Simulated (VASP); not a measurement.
Runs of VASP 6.6.1 on GaN. The structure is that of space group Fm-3m (No. 225), or close to it. The cells are those of the table. 

```csv
level,cell,gap on the mesh (eV),pressure (GPa)
BLYP,"a = 3.079 Å, angles 60.0°, 2 atoms",none,(a)
r2SCAN,"a = 2.818 Å, angles 60.0°, 2 atoms",2.40,63.1
r2SCAN,"a = 2.982 Å, angles 60.0°, 2 atoms",1.18,1.3
BLYP,"a = 3.039 Å, angles 60.0°, 2 atoms",0.21,4.8
RPBE+D4,"a = 2.818 Å, angles 60.0°, 2 atoms",1.92,52.3
RPBE+D4,"a = 3.006 Å, angles 60.0°, 2 atoms",0.61,-7.5
revPBE+D4,"a = 2.968 Å, angles 60.0°, 2 atoms",0.83,0.7
RPBE+D4,"a = 2.968 Å, angles 60.0°, 2 atoms",0.85,0.7
revPBE+D4,"a = 2.818 Å, angles 60.0°, 2 atoms",1.89,52.6
r2SCAN,"a = 3.002 Å, angles 60.0°, 2 atoms",(b),-3.4
r2SCAN,"a = 2.942 Å, angles 60.0°, 2 atoms",1.46,12.5
BLYP,"a = 3.099 Å, angles 60.0°, 2 atoms",none,-5.4
```

Alike in all rows: task single point; potentials or basis VASP PAW PBE potentials, release 64 (Ga_d, N); no spin polarisation; k mesh 10 × 10 × 10; cutoff (eV) 520; smearing gaussian 0.05 eV.

Fill in the values left out.

(a) -2.2; (b) 1.04.

Caveats: the PAW data sets were made with another functional, which shifts forces and pressure a little.

A k mesh can miss the band edges, and the runs leave out spin-orbit coupling on Ga.

A gap of «none» marks levels without a gap at the run's occupations.
